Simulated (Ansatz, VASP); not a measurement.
**Two plane-wave programs on As**

```
As
1.0
     3.13073   -1.80802   -0.10876
     3.13073    1.80802   -0.10876
    -2.42809    0.00000    5.82828
As
2
Direct
  0.11598 0.11598 0.37926
  0.88402 0.88402 0.62074
```

Alike in both runs: functional PBE; k mesh 6 × 6 × 4; occupations gaussian, width 0.1 eV; no spin polarisation.

Ansatz relaxed the structure, and its values are those at the end. VASP's run is a single point on that final structure, the one shown.

|  | VASP | Ansatz |
| --- | --- | --- |
| version | VASP 6.6.1 | Ansatz 0.2.0 |
| potentials or method | VASP PAW PBE potentials, release 64 (As), cutoff 520 eV | scalar-relativistic, plane waves, PAW |
| valence electrons in the cell | 10 | 30 |

VASP gave:

| Quantity | Value |
| --- | --- |
| gap on the k mesh at the Fermi level (eV) | 1.09 |
| least direct gap on the mesh (eV) | 1.40 |
| pressure (GPa) | 0.3 |
| rms of the force components (eV/Å) | 0.045 |

Problem. Which values does Ansatz return?

Solution. gap on the k mesh at the Fermi level (eV): 1.11; least direct gap on the mesh (eV): 1.44; pressure (GPa): 0.1; rms of the force components (eV/Å): 0.005.

VASP's potentials hold 10 valence electrons a cell and Ansatz's 30, so a difference there can come from the potentials and not from the codes.
